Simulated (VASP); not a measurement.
NiO, 2 atoms in the cell. It takes space group Fm-3m (No. 225, cubic). The conventional cell has a = 4.183 Å, b = 4.183 Å, c = 4.183 Å, α = 90.00°, β = 90.00°, γ = 90.00°. Ni (site symmetry m-3m) has 6 O at 2.09 Å within 2.8 Å. O (site symmetry m-3m) has 6 Ni at 2.09 Å within 2.8 Å. 

| Property | Result |
| --- | --- |
| Program | VASP 6.6.1 |
| Task | density of states |
| Functional | RPBE |
| Potentials or basis | VASP PAW PBE potentials, release 64 (Ni, O) |
| Cutoff | 520 eV |
| k mesh | 6 × 6 × 6 |
| Occupations | fermi-dirac, width 0.05 eV |
| Spin | collinear spin, ferromagnetic start |
| Starting moments | [1.0, 0.0] μB |
| Dipole correction | no |
| k mesh for the DOS | 9 × 9 × 9 |
| Occupations for the DOS | tetrahedron |
| Further INCAR settings | ALGO = Normal; EDIFF = 1e-06 |

Potentials or basis: VASP PAW PBE potentials, release 64 (Ni, O).

Launch:

```bash
$ cat potpaw_PBE.64/Ni/POTCAR potpaw_PBE.64/O/POTCAR > POTCAR
$ cp INCAR.step1 INCAR
$ cp KPOINTS.step1 KPOINTS
$ mpirun -np 1 vasp_std > vasp.out
$ cp INCAR.step2 INCAR
$ cp KPOINTS.step2 KPOINTS
$ mpirun -np 1 vasp_std > vasp.out
```

Hardware: 1 thread of Intel(R) Xeon(R) Platinum 8559C (Emerald Rapids), with other jobs on the host.

Q: Estimate the wall time of this run.

A: Wall time 17 s on 1 thread of Intel(R) Xeon(R) Platinum 8559C (Emerald Rapids), with other jobs on the host, peak memory 0.15 GiB. Counts: k points 35.
